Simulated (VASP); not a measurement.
Runs of VASP 6.6.1 on PbS. Symmetry: Fm-3m, No. 225, cubic system. The conventional cell has a = 5.930 Å, b = 5.930 Å, c = 5.930 Å, α = 90.00°, β = 90.00°, γ = 90.00°. Pb (site symmetry m-3m) has 6 S at 2.97 Å within 3.9 Å. Within 3.9 Å of S (site symmetry m-3m) lie 6 Pb at 2.97 Å. 

| level | k mesh | grid for exact exchange (PRECFOCK) | share of exact exchange | screening parameter | gap on the mesh (eV) | pressure (GPa) |
| --- | --- | --- | --- | --- | --- | --- |
| PBE | 8 × 8 × 8 | - | - | - | 0.36 | 2.2 |
| PBE-based screened hybrid | 4 × 4 × 4 | Normal | 0.25 | 0.6 1/Å | (b) | (a) |
| PBE-based screened hybrid | 4 × 4 × 4 | Normal | 0.4 | 0.20787 1/Å | 1.09 | 0.6 |
| PBE | 4 × 4 × 4 | - | - | - | 0.36 | 2.3 |
| r2SCAN-based global hybrid | 4 × 4 × 4 | Normal | 0.15 | - | 1.24 | 1.0 |
| PBE-based screened hybrid | 4 × 4 × 4 | Normal | 0.25 | 0.1 1/Å | 1.08 | 1.0 |

Alike in all rows: task single point; potentials or basis VASP PAW PBE potentials, release 64 (Pb_d, S); no spin polarisation; cell as given; cutoff (eV) 520; smearing gaussian 0.05 eV.

Question: Estimate the missing entries.

Answer: (a) 1.6; (b) 0.46.

Caveats: some runs use coarse meshes; spin-orbit coupling is left out, which moves the levels of the heavy elements; the PAW data sets were made with another functional, which shifts forces and pressure a little (some runs).

A k mesh can miss the band edges, and the runs leave out spin-orbit coupling on Pb.
